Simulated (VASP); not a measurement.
Crystal: ZnGeP2.

```
CELL_PARAMETERS angstrom
-2.73000 2.73000 5.38000
2.73000 -2.73000 5.38000
2.73000 2.73000 -5.38000
ATOMIC_POSITIONS crystal
Zn 0.00000 0.00000 0.00000
Zn 0.75000 0.25000 0.50000
Ge 0.50000 0.50000 0.00000
Ge 0.25000 0.75000 0.50000
P 0.37500 0.38900 0.51400
P 0.61100 0.12500 0.98600
P 0.87500 0.86100 0.48600
P 0.13900 0.62500 0.01400
```

```yaml
Program: VASP 6.6.1
Task: relaxation of cell and atoms
Functional: PBEsol
Potentials_or_basis: VASP PAW PBE potentials, release 64 (Zn, Ge_d, P)
Cutoff: 500 eV
k_mesh: 6 × 6 × 6
Occupations: fermi-dirac, width 0.02 eV
Spin: no spin polarisation
```

At the start: pressure -0.8 GPa; volume 20.05 Å³/atom.

Problem. Where does the relaxation end?

Solution. Over 9 steps the energy falls by 12.4 meV/atom and the volume is 19.71 Å³/atom (-1.7 %); space group I-42d (No. 122, to 0.1 Å) before and after.

The path:
```csv
step,energy change (eV),largest force (eV/Å),pressure (GPa),volume (Å³)
1,0.0000,0.7026,-0.84,160.39
2,-0.0778,0.3496,0.07,157.96
3,-0.0940,0.0841,0.81,156.26
4,-0.0974,0.0488,-0.45,158.46
5,-0.0987,0.0036,-0.04,157.69
6,-0.0987,0.0019,0.01,157.66
7,-0.0991,0.0034,-0.01,157.67
8,-0.0992,0.0103,-0.01,157.68
9,-0.0992,0.0098,-0.01,157.68
```

Final structure:
```
CELL_PARAMETERS angstrom
-2.71343 2.71343 5.35403
2.71343 -2.71343 5.35403
2.71343 2.71343 -5.35403
ATOMIC_POSITIONS crystal
Zn 0.00000 0.00000 0.00000
Zn 0.75000 0.25000 0.50000
Ge 0.50000 0.50000 0.00000
Ge 0.25000 0.75000 0.50000
P 0.37500 0.37731 0.50231
P 0.62269 0.12500 0.99769
P 0.87500 0.87269 0.49769
P 0.12731 0.62500 0.00231
```

Caveat: the PAW data sets were made with another functional, which shifts forces and pressure a little.
